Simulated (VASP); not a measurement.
# P (Fd-3m) in VASP: notebook

The runs below take P through single point, with LDA.

All numbers are computed with VASP 6.6.1; they aren't measurements. Logs are shortened: lines on timing, memory, paths and dates and some standing lists are left out, and cuts for length are marked.

### 1 The cell of the first run

Symmetry: Fd-3m, No. 227, cubic system. The conventional cell has a = 4.101 Å, b = 4.101 Å, c = 4.101 Å, α = 90.00°, β = 90.00°, γ = 90.00°. P (site symmetry -43m) has 4 P at 1.78 Å within 2.4 Å.

### 2 Single point, LDA (volume scaled by 0.45)

The input, INCAR:

```
SYSTEM = P
PREC = Accurate
ENCUT = 520
EDIFF = 1E-7
ISMEAR = -1
SIGMA = 0.1
LREAL = .FALSE.
LASPH = .TRUE.
NELM = 80
ALGO = Normal
ISIF = 2
LWAVE = .FALSE.
LCHARG = .FALSE.
NBANDS = 12
```

The input, KPOINTS:

```
regular mesh
0
G
  12 12 12
  0 0 0
```

The input, POSCAR:

```
P
1.0
    0.0000000000      2.0503444021      2.0503444021
    2.0503444021      0.0000000000      2.0503444021
    2.0503444021      2.0503444021      0.0000000000
P
2
Direct
   -0.1250000000     -0.1250000000     -0.1250000000
    0.1250000000      0.1250000000      0.1250000000
```

Potentials or basis: VASP PAW LDA potentials, release 64 (P).

The run is started by

```
> cat potpaw_LDA.64/P/POTCAR > POTCAR
> mpirun -np 1 vasp_std > vasp.out
```

OUTCAR:

```text
SYSTEM = P
   PREC = Accurate
   ENCUT = 520
   EDIFF = 1E-7
   ISMEAR = -1
   LREAL = .FALSE.
   LASPH = .TRUE.
   NELM = 80
   ISIF = 2

 ion  position               nearest neighbor table
   1  0.875  0.875  0.875-   2 1.78   2 1.78   2 1.78   2 1.78
   2  0.125  0.125  0.125-   1 1.78   1 1.78   1 1.78   1 1.78

  LATTYP: Found a face centered cubic cell.
 ALAT       =     4.1006888042

  Lattice vectors:

 A1 = (   0.0000000000,   2.0503444021,   2.0503444021)
 A2 = (   2.0503444021,   0.0000000000,   2.0503444021)
 A3 = (   2.0503444021,   2.0503444021,   0.0000000000)

Analysis of symmetry for initial positions (statically):
=====================================================================
 Subroutine PRICEL returns:
 Original cell was already a primitive cell.

 Routine SETGRP: Setting up the symmetry group for a
 face centered cubic supercell.

 Subroutine GETGRP returns: Found 48 space group operations
 (whereof 12 operations were pure point group operations)
 out of a pool of 48 trial point group operations.

The static configuration has the point symmetry D_3d.
 The point group associated with its full space group is O_h .

Analysis of symmetry for dynamics (positions and initial velocities):
=====================================================================
 Subroutine PRICEL returns:
 Original cell was already a primitive cell.

 Routine SETGRP: Setting up the symmetry group for a
 face centered cubic supercell.

 Subroutine GETGRP returns: Found 48 space group operations
 (whereof 12 operations were pure point group operations)
 out of a pool of 48 trial point group operations.

The dynamic configuration has the point symmetry D_3d.
 The point group associated with its full space group is O_h .

 Subroutine INISYM returns: Found 48 space group operations
 (whereof 12 operations are pure point group operations),
 and found     1 'primitive' translations

----------------------------------------------------------------------------------------

                                     Primitive cell

  volume of cell :      17.2389

  direct lattice vectors                    reciprocal lattice vectors
     0.000000000  2.050344402  2.050344402    -0.243861470  0.243861470  0.243861470
     2.050344402  0.000000000  2.050344402     0.243861470 -0.243861470  0.243861470
     2.050344402  2.050344402  0.000000000     0.243861470  0.243861470 -0.243861470

  length of vectors
     2.899624861  2.899624861  2.899624861     0.422380456  0.422380456  0.422380456

  position of ions in fractional coordinates (direct lattice)
     0.875000000  0.875000000  0.875000000
     0.125000000  0.125000000  0.125000000

  ion indices of the primitive-cell ions
   primitive index   ion index
                 1           1
                 2           2

----------------------------------------------------------------------------------------

 KPOINTS: regular mesh

Automatic generation of k-mesh.
 Grid dimensions read from file:
 generate k-points for:   12   12   12

 Generating k-lattice:

  Cartesian coordinates                     Fractional coordinates (reciprocal lattice)
    -0.020321789  0.020321789  0.020321789     0.083333333  0.000000000  0.000000000
     0.020321789 -0.020321789  0.020321789     0.000000000  0.083333333  0.000000000
     0.020321789  0.020321789 -0.020321789     0.000000000  0.000000000  0.083333333

  Length of vectors
     0.035198371  0.035198371  0.035198371

  Shift w.r.t. Gamma in fractional coordinates (k-lattice)
     0.000000000  0.000000000  0.000000000

 Subroutine IBZKPT returns following result:
 ===========================================

 Found     72 irreducible k-points:

 Following reciprocal coordinates:
            Coordinates               Weight
  0.000000  0.000000  0.000000      1.000000
  0.083333  0.000000  0.000000      8.000000
  0.166667  0.000000  0.000000      8.000000
  0.250000  0.000000  0.000000      8.000000
  0.333333  0.000000  0.000000      8.000000
  0.416667  0.000000  0.000000      8.000000
[... 16 lines left out ...]
  0.500000  0.166667  0.000000     24.000000
 -0.416667  0.166667  0.000000     24.000000
 [... further k-points ...]
   k-points           NKPTS =     72   k-points in BZ     NKDIM =     72   number of bands    NBANDS=     12
   number of dos      NEDOS =    301   number of ions     NIONS =      2
   total plane-waves  NPLWV =  13824
   dimension x,y,z NGX =    24 NGY =   24 NGZ =   24
   dimension x,y,z NGXF=    48 NGYF=   48 NGZF=   48
   ions per type =               2
   NGX,Y,Z   is equivalent  to a cutoff of  13.76, 13.76, 13.76 a.u.
   NGXF,Y,Z  is equivalent  to a cutoff of  27.52, 27.52, 27.52 a.u.
 SYSTEM =  P
   PREC   = accura    normal or accurate (medium, high low for compatibility)
   ISTART =      0    job   : 0-new  1-cont  2-samecut
   ICHARG =      2    charge: 1-file 2-atom 10-const
   ISPIN  =      1    spin polarized calculation?
   LNONCOLLINEAR =      F non collinear calculations
   LSORBIT =      F    spin-orbit coupling
   LASPH  =      T    aspherical Exc in radial PAW
   ENCUT  =  520.0 eV  38.22 Ry    6.18 a.u.   5.39  5.39  5.39*2*pi/ulx,y,z
   NELM   =     80;   NELMIN=  2; NELMDL= -5     # of ELM steps
   EDIFF  = 0.1E-06   stopping-criterion for ELM
   LREAL  =      F    real-space projection
   EDIFFG = 0.1E-05   stopping-criterion for IOM
   NSW    =      0    number of steps for IOM
   IBRION =     -1    ionic relax: 0-MD 1-quasi-New 2-CG
   NFREE  =      0    steps in history (QN), initial steepest desc. (CG)
   ISIF   =      2    stress and relaxation
   ISYM   =      2    0-nonsym 1-usesym 2-fastsym
   POTIM  = 0.5000    time-step for ionic-motion
   TEBEG  =    0.0;   TEEND  =   0.0 temperature during run
   PSTRESS=    0.0 pullay stress
   NELECT =      10.0000    total number of electrons
   NUPDOWN=      -1.0000    fix difference up-down
   EMIN   =  10.00;   EMAX   =-10.00  energy-range for DOS
   EFERMI =   0.00;   METHOD = LEGACY
   ISMEAR =    -1;   SIGMA  =   0.10  broadening in eV -4-tet -1-fermi 0-gaus
   EFERMI_NEDOS =   21; number of points for ismear=-14 and -15
   IALGO  =     38    algorithm
   IMIX   =      4    mixing-type and parameters
     AMIX     =   0.40;   BMIX     =  1.00
     AMIX_MAG =   1.60;   BMIX_MAG =  1.00
  volume/ion in A,a.u.               =       8.62        58.17
  Fermi-wavevector in a.u.,A,eV,Ry     =   1.365331  2.580102 25.363019  1.864129
  Thomas-Fermi vector in A             =   2.491569
   LORBIT       =      0    0 simple, 1 ext, 2 COOP (PROOUT), +10 PAW based schemes
   GGA     = CA    functional components
   LHFCALC =     F    Hartree Fock is set to
   AEXX    =    0.0000 exact exchange contribution
   IVDW    =     0    specifies the selected vdW correction
   LEPSILON=     F    determine dielectric tensor
   LRPA    =     F    only Hartree local field effects (RPA)
 non-spin polarized calculation
  energy-cutoff  :      520.00
  volume of cell :       17.24
 maximum number of plane-waves:       487
 NGX is ok and might be reduce to    24
   NGX = 11   NGY = 11   NGZ = 11

 number of electron      10.0000000 magnetization

 number of electron       9.9999999 magnetization

 Free energy of the ion-electron system (eV)
  ---------------------------------------------------
  ext. energy  EPLUGINS =         0.00000000
  ---------------------------------------------------
  free energy    TOTEN  =        -2.55081886 eV

  energy without entropy =       -2.51747004  energy(sigma->0) =       -2.53414445

 E-fermi :  18.4550     XC(G=0): -13.5674

 val. band max:       18.3967183929   @ k =   0.5000   0.0000   0.0000
 cond. band min:      18.5128891486   @ k =  -0.2500   0.2500   0.0833
 fundamental gap:      0.1161707557
 Fermi energy:        18.4549815745

 k-point     1 :       0.0000    0.0000    0.0000
  band No.  band energies     occupation
      1      -4.9481      2.00000
      2      14.3021      2.00000
      3      14.3021      2.00000
      4      14.3021      2.00000
      5      18.1349      1.92176
      6      18.1349      1.92176
      7      18.1349      1.92176
      8      24.6112      0.00000
      9      24.6112      0.00000
     10      27.3422      0.00000
     11      28.7629      0.00000
     12      31.9612      0.00000

 k-point     2 :       0.0833    0.0000    0.0000
  band No.  band energies     occupation
      1      -4.7824      2.00000
      2      13.0962      2.00000
      3      14.0540      2.00000
      4      14.0540      2.00000
      5      18.5205      0.68373
      6      18.5205      0.68373
      7      18.6283      0.30030
      8      24.1855      0.00000
      9      24.1855      0.00000
     10      27.6048      0.00000
     11      29.3601      0.00000
     12      31.8244      0.00000

 k-point     3 :       0.1667    0.0000    0.0000
  band No.  band energies     occupation
      1      -4.2883      2.00000
      2      10.7473      2.00000
      3      13.5509      2.00000
      4      13.5509      2.00000
      5      19.0942      0.00334
      6      19.2329      0.00084
      7      19.2329      0.00084
      8      23.6225      0.00000
      9      23.6225      0.00000
     10      27.8866      0.00000
     11      30.4720      0.00000
     12      32.6829      0.00000
[... 286 lines left out ...]
 k-point    23 :       0.5000    0.1667    0.0000
  band No.  band energies     occupation
      1      -0.1051      2.00000
      2       3.5613      2.00000
      3       9.9214      2.00000
      4      11.2599      2.00000
      5      16.8999      2.00000
      6      20.7927      0.00000
      7      21.3885      0.00000
      8      24.9867      0.00000
      9      29.1343      0.00000
     10      29.7742      0.00000
     11      33.6461      0.00000
     12      34.6877      0.00000

 k-point    24 :      -0.4167    0.1667    0.0000
  band No.  band energies     occupation
      1       0.2080      2.00000
      2       3.1654      2.00000
      3       9.4734      2.00000
      4      11.6245      2.00000
      5      17.2806      1.99998
      6      20.3716      0.00000
      7      21.4493      0.00000
      8      27.3072      0.00000
      9      27.3911      0.00000
     10      28.4153      0.00000
     11      32.9899      0.00000
     12      36.0921      0.00000

 [... further k-points ...]

------------------------ aborting loop because EDIFF is reached ----------------------------------------

  FORCE on cell =-STRESS in cart. coord.  units (eV):
  Direction    XX          YY          ZZ          XY          YZ          ZX
  --------------------------------------------------------------------------------------
  -------------------------------------------------------------------------------------
  Total       31.0249875     31.0249875     31.0249875     -0.0000000     -0.0000000      0.0000000
  in kB     2883.4455308   2883.4455308   2883.4455308     -0.0000000     -0.0000000      0.0000000
  external PRESSURE =    2883.4455308 kB  Pullay stress =       0.0000000 kB

 VOLUME and BASIS-vectors are now :
 -----------------------------------------------------------------------------
  energy-cutoff  :      520.00
  volume of cell :       17.24
      direct lattice vectors                 reciprocal lattice vectors
     0.000000000  2.050344402  2.050344402    -0.243861470  0.243861470  0.243861470
     2.050344402  0.000000000  2.050344402     0.243861470 -0.243861470  0.243861470
     2.050344402  2.050344402  0.000000000     0.243861470  0.243861470 -0.243861470

 POSITION                                       TOTAL-FORCE (eV/Angst)
 -----------------------------------------------------------------------------------
      3.58810      3.58810      3.58810         0.000000      0.000000      0.000000
      0.51259      0.51259      0.51259        -0.000000     -0.000000     -0.000000
 -----------------------------------------------------------------------------------
    total drift:                                0.000000      0.000000     -0.000000

  FREE ENERGIE OF THE ION-ELECTRON SYSTEM (eV)
  ---------------------------------------------------
  free  energy   TOTEN  =        -2.5508188569 eV

  energy  without entropy=       -2.5174700406  energy(sigma->0) =       -2.53414445
```

Run time: 8.9 s. Hardware: 1 thread of Intel Xeon Platinum 8488C (Sapphire Rapids), shared host; peak memory 0.12 GiB.

Results:

| Item | Value |
| --- | --- |
| Free energy | -2.5508 eV |
| Pressure | 288.3 GPa |
| Band gap on the k mesh | zero (band 5 reaches 19.96 eV, above the bottom of band 6 at 14.38 eV) |

Levels at points of the mesh, in eV from the Fermi level:
| k point | band 1 | band 2 | band 3 | band 4 | band 5 | band 6 | band 7 | band 8 | band 9 | band 10 |
| --- | --- | --- | --- | --- | --- | --- | --- | --- | --- | --- |
| (0.00, 0.00, 0.00) | -23.40 | -4.15 | -4.15 | -4.15 | -0.32 | -0.32 | -0.32 | 6.16 | 6.16 | 8.89 |
| (0.50, 0.00, 0.00) | -18.68 | -15.94 | -6.01 | -6.01 | -0.06 | -0.06 | 0.59 | 7.46 | 11.07 | 11.07 |
| (0.50, 0.50, 0.00) | -15.84 | -15.84 | -9.16 | -9.16 | -4.07 | -4.07 | 11.84 | 11.84 | 14.58 | 14.58 |

### 3 Single point, LDA (volume scaled by 0.45)

The input, INCAR:

```
  PREC = Accurate
  ENCUT = 520
  EDIFF = 1E-6
  ISMEAR = -1
  SIGMA = 0.1
  LREAL = F
  LASPH = T
  NELM = 80
  ALGO = Normal
  ISIF = 2
  LWAVE = F
  LCHARG = T
  LELF = T
  LVHAR = T
  NBANDS = 12
```

The input, KPOINTS:

```
regular mesh
0
Gamma
  12 12 12
```

POSCAR is that of step 2.

Potentials or basis: VASP PAW LDA potentials, release 64 (P).

The run is started by

```
> cat potpaw_LDA.64/P/POTCAR > POTCAR
> mpirun -np 1 vasp_std > vasp.out
```

Run time: 7.3 s. Hardware: 1 thread of Intel Xeon Platinum 8488C (Sapphire Rapids), shared host; peak memory 0.12 GiB.

Results (log left out):

- Free energy: -2.5508 eV
- Pressure: 288.3 GPa
- Band gap on the k mesh: zero (band 5 reaches 19.96 eV, above the bottom of band 6 at 14.38 eV)

Levels at points of the mesh, in eV from the Fermi level:
```csv
k point,band 3,band 4,band 5,band 6,band 7,band 8
"(0.00, 0.00, 0.00)",-4.15,-4.15,-0.32,-0.32,-0.32,6.16
"(0.50, 0.00, 0.00)",-6.01,-6.01,-0.06,-0.06,0.59,7.46
"(0.50, 0.50, 0.00)",-9.16,-9.16,-4.07,-4.07,11.84,11.84
```

### 4 Single point, LDA (volume scaled by 0.52)

The input, INCAR:

```
SYSTEM = P
PREC = Accurate ; ENCUT = 520
EDIFF = 1E-6 ; ISMEAR = -1
SIGMA = 0.1 ; LREAL = .FALSE.
LASPH = .TRUE. ; NELM = 100
ALGO = Normal ; ISIF = 2
LWAVE = .FALSE. ; LCHARG = .FALSE.
GGA = CA ; NBANDS = 12
```

The input, KPOINTS:

```
Automatic mesh
0
G
  12 12 12
  0 0 0
```

The input, POSCAR:

```
P
1.0
    0.0000000000      2.1515779927      2.1515779927
    2.1515779927      0.0000000000      2.1515779927
    2.1515779927      2.1515779927      0.0000000000
P
2
Direct
   -0.1250000000     -0.1250000000     -0.1250000000
    0.1250000000      0.1250000000      0.1250000000
```

Potentials or basis: VASP PAW LDA potentials, release 64 (P).

The run is started by

```
> cat potpaw_LDA.64/P/POTCAR > POTCAR
> mpirun -np 1 vasp_std > vasp.out
```

OUTCAR:

```text
SYSTEM = P
   PREC = Accurate
   ENCUT = 520
   EDIFF = 1E-6
   ISMEAR = -1
   LREAL = .FALSE.
   LASPH = .TRUE.
   NELM = 100
   ISIF = 2
   GGA = CA

 ion  position               nearest neighbor table
   1  0.875  0.875  0.875-   2 1.86   2 1.86   2 1.86   2 1.86
   2  0.125  0.125  0.125-   1 1.86   1 1.86   1 1.86   1 1.86

  LATTYP: Found a face centered cubic cell.
 ALAT       =     4.3031559854

  Lattice vectors:

 A1 = (   0.0000000000,   2.1515779927,   2.1515779927)
 A2 = (   2.1515779927,   0.0000000000,   2.1515779927)
 A3 = (   2.1515779927,   2.1515779927,   0.0000000000)

Analysis of symmetry for initial positions (statically):
=====================================================================
 Subroutine PRICEL returns:
 Original cell was already a primitive cell.

 Routine SETGRP: Setting up the symmetry group for a
 face centered cubic supercell.

 Subroutine GETGRP returns: Found 48 space group operations
 (whereof 12 operations were pure point group operations)
 out of a pool of 48 trial point group operations.

The static configuration has the point symmetry D_3d.
 The point group associated with its full space group is O_h .
[... 174 lines left out ...]
      5      15.4901      1.98455
      6      15.4901      1.98455
      7      15.4901      1.98455
      8      22.0710      0.00000
      9      22.0710      0.00000
     10      22.0785      0.00000
     11      24.9798      0.00000
     12      28.5327      0.00000
[... 331 lines left out ...]
 k-point    24 :      -0.4167    0.1667    0.0000
  band No.  band energies     occupation
      1      -1.4972      2.00000
      2       1.6482      2.00000
      3       7.2774      2.00000
      4       9.2464      2.00000
      5      14.9667      1.99992
      6      17.8409      0.00000
      7      18.3411      0.00000
      8      23.9330      0.00000
      9      24.2512      0.00000
     10      24.9972      0.00000
     11      29.1078      0.00000
     12      32.0231      0.00000

 [... further k-points ...]

------------------------ aborting loop because EDIFF is reached ----------------------------------------

  FORCE on cell =-STRESS in cart. coord.  units (eV):
  Direction    XX          YY          ZZ          XY          YZ          ZX
  --------------------------------------------------------------------------------------
  -------------------------------------------------------------------------------------
  Total       20.3825636     20.3825636     20.3825636      0.0000000      0.0000000      0.0000000
  in kB     1639.3365128   1639.3365128   1639.3365128      0.0000000      0.0000000      0.0000000
  external PRESSURE =    1639.3365128 kB  Pullay stress =       0.0000000 kB

 VOLUME and BASIS-vectors are now :
 -----------------------------------------------------------------------------
  energy-cutoff  :      520.00
  volume of cell :       19.92
      direct lattice vectors                 reciprocal lattice vectors
     0.000000000  2.151577993  2.151577993    -0.232387579  0.232387579  0.232387579
     2.151577993  0.000000000  2.151577993     0.232387579 -0.232387579  0.232387579
     2.151577993  2.151577993  0.000000000     0.232387579  0.232387579 -0.232387579

 POSITION                                       TOTAL-FORCE (eV/Angst)
 -----------------------------------------------------------------------------------
      3.76526      3.76526      3.76526        -0.000000     -0.000000     -0.000000
      0.53789      0.53789      0.53789         0.000000      0.000000      0.000000
 -----------------------------------------------------------------------------------
    total drift:                                0.000000      0.000000      0.000000

  FREE ENERGIE OF THE ION-ELECTRON SYSTEM (eV)
  ---------------------------------------------------
  free  energy   TOTEN  =        -6.2329193340 eV

  energy  without entropy=       -6.1966312196  energy(sigma->0) =       -6.21477528
```

It took 8.2 s on 1 thread of Intel Xeon Platinum 8488C (Sapphire Rapids), shared host; peak memory 0.12 GiB.

What came out:

```
Free energy            : -6.2329 eV
Pressure               : 163.9 GPa
Band gap on the k mesh : zero (band 5 reaches 17.43 eV, above the bottom of band 6 at 12.36 eV)
```
